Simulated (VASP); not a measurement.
Input of a VASP 6.6.1 run:

Contents of INCAR:

```
SYSTEM = Ni
ALGO = Normal ; EDIFF = 1E-7
ENCUT = 520 ; GGA = RP
ISIF = 2 ; ISMEAR = -1
ISPIN = 2 ; LASPH = .TRUE.
LCHARG = .FALSE. ; LMAXMIX = 4
LORBIT = 11 ; LREAL = .FALSE.
LWAVE = .FALSE. ; MAGMOM = 0.6
NBANDS = 15 ; NELM = 150
PREC = Accurate ; SIGMA = 0.05
```

The input KPOINTS:

```
k-points
0
G
  22 22 22
  0 0 0
```

POSCAR

```
Ni
1.0
    2.3550855535      0.0000000000      0.0000000000
    0.0000000000      2.3550855535      0.0000000000
    0.0000000000      0.0000000000      2.3550855535
Ni
1
Direct
    0.0000000000      0.0000000000      0.0000000000
```

Potentials or basis: VASP PAW PBE potentials, release 64 (Ni).

Run with:

```sh
$ cat potpaw_PBE.64/Ni/POTCAR > POTCAR
$ mpirun -np 1 vasp_std > vasp.out
```

(1) What does it give for the site moments?

(2) Estimate the net moment.

(3) Estimate the pressure.

Answers

(1) Ni +0.62 μB.

(2) 0.62 μB per cell.

(3) 0.3 GPa.

Caveat: the PAW data sets were made with another functional, which shifts forces and pressure a little.
